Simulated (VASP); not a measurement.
Here is a VASP 6.6.1 calculation.

File INCAR:

```
ALGO     = Normal         # electronic algorithm
EDIFF    = 1E-6           # SCF threshold, eV
ENCUT    = 520            # plane-wave cutoff, eV
GGA      = PS             # functional
ISIF     = 2              # what is computed and relaxed
ISMEAR   = 0              # smearing method
LASPH    = T              # aspherical terms in the spheres
LCHARG   = F              # write CHGCAR
LREAL    = F              # projectors in reciprocal space
LWAVE    = F              # write WAVECAR
NBANDS   = 17             # bands
NELM     = 100            # most SCF steps
PREC     = Accurate       # precision mode
SIGMA    = 0.05           # smearing width, eV
```

Contents of KPOINTS:

```
k-points
0
Gamma
  9 9 9
```

File POSCAR:

```
TePb
1.0
    4.0022870000      0.0000000000      0.0000000000
    0.0000000000      4.0022870000      0.0000000000
    0.0000000000      0.0000000000      4.0022870000
Pb Te
1 1
Direct
    0.0000000000      0.0000000000      0.0000000000
    0.5000000000      0.5000000000      0.5000000000
```

Potentials or basis: VASP PAW PBE potentials, release 64 (Pb_d, Te).

Launch:

```console
$ cat potpaw_PBE.64/Pb_d/POTCAR potpaw_PBE.64/Te/POTCAR > POTCAR
$ mpirun -np 1 vasp_std > vasp.out
```

(1) What does it give for the pressure?

(2) What does it give for the band gap on the k mesh?

Answers

(1) -3.0 GPa.

(2) zero (bands 10 and 11 overlap by 0.98 eV).

Caveat: the PAW data sets were made with another functional, which shifts forces and pressure a little; spin-orbit coupling is left out, which moves the levels of the heavy elements.
